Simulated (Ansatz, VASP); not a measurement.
## Pd in VASP and in Ansatz

INCAR

```
PREC = Accurate
ENCUT = 520
EDIFF = 1E-6
ISMEAR = 0
SIGMA = 0.15
LREAL = False
LASPH = True
NELM = 100
ALGO = Normal
ISIF = 2
LWAVE = False
LCHARG = False
GGA = PE
NBANDS = 11
```

Contents of KPOINTS:

```
regular mesh
0
Gamma
  20 20 20
```

File POSCAR:

```
Pd
1.0
    0.0000000000      1.9449000000      1.8282060000
    1.9449000000      0.0000000000      1.8282060000
    1.9449000000      1.9449000000      0.0000000000
Pd
1
Direct
    0.0000000000      0.0000000000      0.0000000000
```

Input for Ansatz:

```yaml
crystal:
  lattice:
    - [0.0, 1.9449, 1.828206]
    - [1.9449, 0.0, 1.828206]
    - [1.9449, 1.9449, 0.0]
  atoms:
    - { symbol: Pd, position: [0.0, 0.0, 0.0] }
basis:
  ecutwfc: 420
kpoints:
  mp_grid: { grid: [20, 20, 20] }
hamiltonian:
  xc: pbe
scf:
  occupations: { method: gaussian, width: 0.15 }
output:
  forces: true
  stress: true
  eigenvalues: true
```

Change from the starting cell: strain -0.0600 x Voigt [0, 0, 1, 0, 0, 0], atoms carried along.

Alike in both runs: task single point; functional PBE; k mesh 20 × 20 × 20; occupations gaussian, width 0.15 eV; no spin polarisation.

|  | VASP | Ansatz |
| --- | --- | --- |
| version | VASP 6.6.1 | Ansatz 0.2.0 |
| potentials or method | VASP PAW PBE potentials, release 64 (Pd), cutoff 520 eV | scalar-relativistic, plane waves, PAW |
| valence electrons in the cell | 10 | 18 |

|  | VASP | Ansatz | Ansatz less VASP |
| --- | --- | --- | --- |
| gap on the k mesh at the Fermi level (eV) | none | none | - |
| pressure (GPa) | 22.7 | 23.1 | +0.44 |
| traceless stress, the component that is largest in VASP (GPa) | 2.10 | 2.13 | +0.029 |

A gap of «none» marks a metal or a gap that the smearing closes. VASP's potentials hold 10 valence electrons a cell and Ansatz's 18, so a difference there can come from the potentials and not from the codes.
